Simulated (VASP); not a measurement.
# Cr2Co (Fd-3m) in VASP: single point with PBE

Aim: the single point of Cr2Co with PBE.

All numbers are computed with VASP 6.6.1; they aren't measurements. Logs are shortened: lines on timing, memory, paths and dates and some standing lists are left out, and cuts for length are marked.

## Step 1: The cell of the first run

The structure is cubic, space group Fd-3m (No. 227). Conventional cell: a = 6.538 Å, b = 6.538 Å, c = 6.538 Å, α = 90.00°, β = 90.00°, γ = 90.00°. Within 3.6 Å of Co (site symmetry -43m) lie 12 Cr at 2.71 Å and 4 Co at 2.83 Å. Within 3.1 Å of Cr (site symmetry -3m) lie 6 Cr at 2.31 Å and 6 Co at 2.71 Å.

## Step 2: Single point, PBE, collinear spin, ferromagnetic start

Contents of INCAR:

```
SYSTEM = Cr2Co
PREC = Accurate ; ENCUT = 520
EDIFF = 1E-6 ; ISMEAR = -1
SIGMA = 0.05 ; LREAL = .False.
LASPH = .True. ; NELM = 150
ALGO = Normal ; ISIF = 2
LWAVE = .False. ; LCHARG = .True.
ISPIN = 2 ; MAGMOM = 2 2 3 3 3 3
LORBIT = 11 ; LMAXMIX = 4
GGA = PE ; LELF = .True.
LVHAR = .True. ; NBANDS = 46
```

Contents of KPOINTS:

```
Automatic mesh
0
Gamma
  7 7 7
  0 0 0
```

Contents of POSCAR:

```
Cr2Co
1.0
    0.0000000000      3.2690880000      3.2690880000
    3.2690880000      0.0000000000      3.2690880000
    3.2690880000      3.2690880000      0.0000000000
Co Cr
2 4
Direct
    0.0000000000      0.0000000000      0.0000000000
    0.2500000000      0.2500000000      0.2500000000
    0.6250000000      0.6250000000      0.6250000000
    0.1250000000      0.6250000000      0.6250000000
    0.6250000000      0.1250000000      0.6250000000
    0.6250000000      0.6250000000      0.1250000000
```

Potentials or basis: VASP PAW PBE potentials, release 64 (Co, Cr_pv).

Command:

```console
$ cat potpaw_PBE.64/Co/POTCAR potpaw_PBE.64/Cr_pv/POTCAR > POTCAR
$ mpirun -np 1 vasp_std > vasp.out
```

OUTCAR:

```text
SYSTEM = Cr2Co
   PREC = Accurate
   ENCUT = 520
   EDIFF = 1E-6
   ISMEAR = -1
   LREAL = .False.
   LASPH = .True.
   NELM = 150
   ISIF = 2
   ISPIN = 2
   LORBIT = 11
   GGA = PE

 ion  position               nearest neighbor table
   1  0.000  0.000  0.000-   3 2.71   5 2.71   6 2.71   3 2.71   4 2.71   6 2.71   3 2.71   4 2.71
                             5 2.71   4 2.71   5 2.71   6 2.71   2 2.83   2 2.83   2 2.83   2 2.83
   2  0.250  0.250  0.250-   4 2.71   5 2.71   6 2.71   3 2.71   4 2.71   5 2.71   3 2.71   4 2.71
                             6 2.71   3 2.71   5 2.71   6 2.71   1 2.83   1 2.83   1 2.83   1 2.83
   3  0.625  0.625  0.625-   4 2.31   5 2.31   6 2.31   6 2.31   5 2.31   4 2.31   1 2.71   2 2.71
                             1 2.71   2 2.71   1 2.71   2 2.71
   4  0.125  0.625  0.625-   3 2.31   6 2.31   5 2.31   3 2.31   5 2.31   6 2.31   2 2.71   1 2.71
                             1 2.71   2 2.71   2 2.71   1 2.71
   5  0.625  0.125  0.625-   3 2.31   6 2.31   3 2.31   4 2.31   6 2.31   4 2.31   2 2.71   1 2.71
                             2 2.71   2 2.71   1 2.71   1 2.71
   6  0.625  0.625  0.125-   3 2.31   3 2.31   4 2.31   5 2.31   5 2.31   4 2.31   1 2.71   2 2.71
                             1 2.71   2 2.71   1 2.71   2 2.71

  LATTYP: Found a face centered cubic cell.
 ALAT       =     6.5381760000

  Lattice vectors:

 A1 = (   0.0000000000,   3.2690880000,   3.2690880000)
 A2 = (   3.2690880000,   0.0000000000,   3.2690880000)
 A3 = (   3.2690880000,   3.2690880000,   0.0000000000)

Analysis of symmetry for initial positions (statically):
=====================================================================
 Subroutine PRICEL returns:
 Original cell was already a primitive cell.

 Routine SETGRP: Setting up the symmetry group for a
 face centered cubic supercell.

 Subroutine GETGRP returns: Found 48 space group operations
 (whereof 24 operations were pure point group operations)
 out of a pool of 48 trial point group operations.

The static configuration has the point symmetry T_d .
 The point group associated with its full space group is O_h .

Analysis of symmetry for dynamics (positions and initial velocities):
=====================================================================
 Subroutine PRICEL returns:
 Original cell was already a primitive cell.

 Routine SETGRP: Setting up the symmetry group for a
 face centered cubic supercell.

 Subroutine GETGRP returns: Found 48 space group operations
 (whereof 24 operations were pure point group operations)
 out of a pool of 48 trial point group operations.

The dynamic configuration has the point symmetry T_d .
 The point group associated with its full space group is O_h .

Analysis of structural, dynamic, and magnetic symmetry:
=====================================================================
 Subroutine PRICEL returns:
 Original cell was already a primitive cell.

 Routine SETGRP: Setting up the symmetry group for a
 face centered cubic supercell.

 Subroutine GETGRP returns: Found 48 space group operations
 (whereof 24 operations were pure point group operations)
 out of a pool of 48 trial point group operations.

The overall configuration has the point symmetry T_d .
 The point group associated with its full space group is O_h .

 Subroutine INISYM returns: Found 48 space group operations
 (whereof 24 operations are pure point group operations),
 and found     1 'primitive' translations

----------------------------------------------------------------------------------------

                                     Primitive cell

  volume of cell :      69.8731

  direct lattice vectors                    reciprocal lattice vectors
     0.000000000  3.269088000  3.269088000    -0.152947856  0.152947856  0.152947856
     3.269088000  0.000000000  3.269088000     0.152947856 -0.152947856  0.152947856
     3.269088000  3.269088000  0.000000000     0.152947856  0.152947856 -0.152947856

  length of vectors
     4.623188586  4.623188586  4.623188586     0.264913457  0.264913457  0.264913457

  position of ions in fractional coordinates (direct lattice)
     0.000000000  0.000000000  0.000000000
     0.250000000  0.250000000  0.250000000
     0.625000000  0.625000000  0.625000000
     0.125000000  0.625000000  0.625000000
[... 60 lines left out ...]
   k-points           NKPTS =     20   k-points in BZ     NKDIM =     20   number of bands    NBANDS=     46
   number of dos      NEDOS =    301   number of ions     NIONS =      6
   total plane-waves  NPLWV =  46656
   dimension x,y,z NGX =    36 NGY =   36 NGZ =   36
   dimension x,y,z NGXF=    72 NGYF=   72 NGZF=   72
   ions per type =               2   4
   NGX,Y,Z   is equivalent  to a cutoff of  12.95, 12.95, 12.95 a.u.
   NGXF,Y,Z  is equivalent  to a cutoff of  25.89, 25.89, 25.89 a.u.
 SYSTEM =  Cr2Co
   PREC   = accura    normal or accurate (medium, high low for compatibility)
   ISTART =      0    job   : 0-new  1-cont  2-samecut
   ICHARG =      2    charge: 1-file 2-atom 10-const
   ISPIN  =      2    spin polarized calculation?
   LNONCOLLINEAR =      F non collinear calculations
   LSORBIT =      F    spin-orbit coupling
   LASPH  =      T    aspherical Exc in radial PAW
   ENCUT  =  520.0 eV  38.22 Ry    6.18 a.u.   8.60  8.60  8.60*2*pi/ulx,y,z
   NELM   =    150;   NELMIN=  2; NELMDL= -5     # of ELM steps
   EDIFF  = 0.1E-05   stopping-criterion for ELM
   LREAL  =      F    real-space projection
   EDIFFG = 0.1E-04   stopping-criterion for IOM
   NSW    =      0    number of steps for IOM
   IBRION =     -1    ionic relax: 0-MD 1-quasi-New 2-CG
   NFREE  =      0    steps in history (QN), initial steepest desc. (CG)
   ISIF   =      2    stress and relaxation
   ISYM   =      2    0-nonsym 1-usesym 2-fastsym
   POTIM  = 0.5000    time-step for ionic-motion
   TEBEG  =    0.0;   TEEND  =   0.0 temperature during run
   PSTRESS=    0.0 pullay stress
   NELECT =      66.0000    total number of electrons
   NUPDOWN=      -1.0000    fix difference up-down
   EMIN   =  10.00;   EMAX   =-10.00  energy-range for DOS
   EFERMI =   0.00;   METHOD = LEGACY
   ISMEAR =    -1;   SIGMA  =   0.05  broadening in eV -4-tet -1-fermi 0-gaus
   EFERMI_NEDOS =   21; number of points for ismear=-14 and -15
   IALGO  =     38    algorithm
   IMIX   =      4    mixing-type and parameters
     AMIX     =   0.40;   BMIX     =  1.00
     AMIX_MAG =   1.60;   BMIX_MAG =  1.00
  volume/ion in A,a.u.               =      11.65        78.59
  Fermi-wavevector in a.u.,A,eV,Ry     =   1.606274  3.035417 35.104596  2.580115
  Thomas-Fermi vector in A             =   2.702487
   LORBIT       =     11    0 simple, 1 ext, 2 COOP (PROOUT), +10 PAW based schemes
   GGA     = PE    functional components
   LHFCALC =     F    Hartree Fock is set to
   AEXX    =    0.0000 exact exchange contribution
   IVDW    =     0    specifies the selected vdW correction
   LEPSILON=     F    determine dielectric tensor
   LRPA    =     F    only Hartree local field effects (RPA)
 spin polarized calculation
  energy-cutoff  :      520.00
  volume of cell :       69.87
 maximum number of plane-waves:      1899
   NGX = 17   NGY = 17   NGZ = 17

 number of electron      66.0000000 magnetization      16.0000000

 number of electron      66.0000031 magnetization       1.0546817

 Free energy of the ion-electron system (eV)
  ---------------------------------------------------
  ext. energy  EPLUGINS =         0.00000000
  ---------------------------------------------------
  free energy    TOTEN  =       -50.51861221 eV

  energy without entropy =      -50.47234347  energy(sigma->0) =      -50.49547784

 E-fermi :  10.2367     XC(G=0): -13.3589

 val. band max:       10.2032322876   @ k =   0.4286   0.4286   0.0000
 cond. band min:      10.2599173586   @ k =  -0.4286   0.4286   0.1429
 fundamental gap:      0.0566850710
 Fermi energy:        10.2367237241

 spin component 1

 k-point     1 :       0.0000    0.0000    0.0000
  band No.  band energies     occupation
      1     -33.8726      1.00000
      2     -33.1925      1.00000
      3     -33.1925      1.00000
      4     -33.1925      1.00000
      5     -32.9850      1.00000
      6     -32.9850      1.00000
[... 949 lines left out ...]
     44      12.4788      0.00000
     45      12.8051      0.00000
 Fermi energy:        10.2367237241

 spin component 2

 k-point     1 :       0.0000    0.0000    0.0000
  band No.  band energies     occupation
      1     -33.8912      1.00000
      2     -33.2087      1.00000
      3     -33.2087      1.00000
      4     -33.2087      1.00000
      5     -33.0003      1.00000
      6     -33.0003      1.00000
[... 949 lines left out ...]
     44      12.4814      0.00000
     45      12.7945      0.00000
 [bands above 45 left out]

------------------------ aborting loop because EDIFF is reached ----------------------------------------

  FORCE on cell =-STRESS in cart. coord.  units (eV):
  Direction    XX          YY          ZZ          XY          YZ          ZX
  --------------------------------------------------------------------------------------
  -------------------------------------------------------------------------------------
  Total       -0.5964081     -0.5964081     -0.5964081      0.0000000      0.0000000     -0.0000000
  in kB      -13.6755333    -13.6755333    -13.6755333      0.0000000      0.0000000     -0.0000000
  external PRESSURE =     -13.6755333 kB  Pullay stress =       0.0000000 kB

 VOLUME and BASIS-vectors are now :
 -----------------------------------------------------------------------------
  energy-cutoff  :      520.00
  volume of cell :       69.87
      direct lattice vectors                 reciprocal lattice vectors
     0.000000000  3.269088000  3.269088000    -0.152947856  0.152947856  0.152947856
     3.269088000  0.000000000  3.269088000     0.152947856 -0.152947856  0.152947856
     3.269088000  3.269088000  0.000000000     0.152947856  0.152947856 -0.152947856

 POSITION                                       TOTAL-FORCE (eV/Angst)
 -----------------------------------------------------------------------------------
      0.00000      0.00000      0.00000        -0.000000     -0.000000     -0.000000
      1.63454      1.63454      1.63454         0.000000      0.000000      0.000000
      4.08636      4.08636      4.08636         0.000000      0.000000     -0.000000
      4.08636      2.45182      2.45182         0.000000      0.000000     -0.000000
      2.45182      4.08636      2.45182         0.000000      0.000000     -0.000000
      2.45182      2.45182      4.08636         0.000000      0.000000     -0.000000
 -----------------------------------------------------------------------------------
    total drift:                                0.000000      0.000000      0.000000

  FREE ENERGIE OF THE ION-ELECTRON SYSTEM (eV)
  ---------------------------------------------------
  free  energy   TOTEN  =       -50.5186122144 eV

  energy  without entropy=      -50.4723434731  energy(sigma->0) =      -50.49547784

 total charge

# of ion       s       p       d       tot
------------------------------------------
    1        0.425   0.456   7.234   8.114
    2        0.425   0.456   7.234   8.114
    3        0.463   6.390   4.361  11.214
    4        0.463   6.390   4.361  11.214
    5        0.463   6.390   4.361  11.214
    6        0.463   6.390   4.361  11.214
--------------------------------------------------
tot          2.701  26.472  31.911  61.085

 magnetization (x)

# of ion       s       p       d       tot
------------------------------------------
    1        0.002  -0.004   0.626   0.624
    2        0.002  -0.004   0.626   0.624
    3       -0.005  -0.011  -0.016  -0.031
    4       -0.005  -0.011  -0.016  -0.031
    5       -0.005  -0.011  -0.016  -0.031
    6       -0.005  -0.011  -0.016  -0.031
--------------------------------------------------
tot         -0.014  -0.050   1.188   1.124
```

It took 12 min on 1 thread of AMD EPYC, shared host; peak memory 0.26 GiB.

Results:

```
Free energy                                           : -50.5186 eV
Pressure                                              : -1.4 GPa
Net moment                                            : 1.05 μB per cell
Site moments                                          : Co +0.62; Cr -0.03 μB
Valence electrons inside the program's atomic spheres : Co 8.11; Cr 11.21
```
